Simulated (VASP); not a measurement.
# Ni: single point with LDA

Crystal: Ni.

```xyz
1
Lattice="-1.3837 1.3837 1.3837 1.3837 -1.3837 1.3837 1.3837 1.3837 -1.3837" Properties=species:S:1:pos:R:3 pbc="T T T"
Ni    0.0000    0.0000    0.0000
```

This isn't the form of Ni at room conditions, which is fcc.

```json
{
 "Program": "VASP 6.6.1",
 "Task": "single point",
 "Functional": "LDA",
 "Potentials or basis": "VASP PAW LDA potentials, release 64 (Ni)",
 "Cutoff": "600 eV",
 "k mesh": "14 × 14 × 14",
 "Occupations": "fermi-dirac, width 0.15 eV",
 "Spin": "collinear spin, ferromagnetic start",
 "Starting moments": "[1.5] μB"
}
```

```
Pressure                                              : -10.5 GPa
Net moment                                            : 0.14 μB per cell
Site moments                                          : Ni +0.14 μB
Valence electrons inside the program's atomic spheres : Ni 9.37
```

Levels at points of the mesh, in eV from the Fermi level:
Spin up:
| k point | band 1 | band 2 | band 3 | band 4 | band 5 | band 6 | band 7 | band 8 | band 9 | band 10 |
| --- | --- | --- | --- | --- | --- | --- | --- | --- | --- | --- |
| (0.00, 0.00, 0.00) | -9.03 | -2.10 | -2.10 | -2.10 | -0.69 | -0.69 | 26.78 | 26.78 | 26.78 | 31.88 |
| (0.50, 0.00, 0.00) | -4.61 | -3.08 | -0.75 | -0.52 | 0.28 | 0.29 | 6.84 | 19.37 | 20.35 | 24.30 |
| (0.50, 0.50, 0.50) | -4.19 | -4.19 | 0.05 | 0.05 | 0.05 | 9.93 | 9.93 | 9.93 | 16.11 | 16.11 |
Spin down:
```tsv
k point	band 1	band 2	band 3	band 4	band 5	band 6	band 7	band 8	band 9	band 10
(0.00, 0.00, 0.00)	-9.02	-1.97	-1.97	-1.97	-0.56	-0.56	26.78	26.78	26.78	31.89
(0.50, 0.00, 0.00)	-4.52	-2.96	-0.61	-0.39	0.30	0.44	6.92	19.38	20.38	24.34
(0.50, 0.50, 0.50)	-4.09	-4.09	0.20	0.20	0.20	9.95	9.95	9.95	16.16	16.16
```

Run time: 56 s on 1 thread of AMD EPYC 7R43 64-Core Processor (Zen 3), on a shared host, peak memory 0.1 GiB.

Caveat: the cell stands under tension.
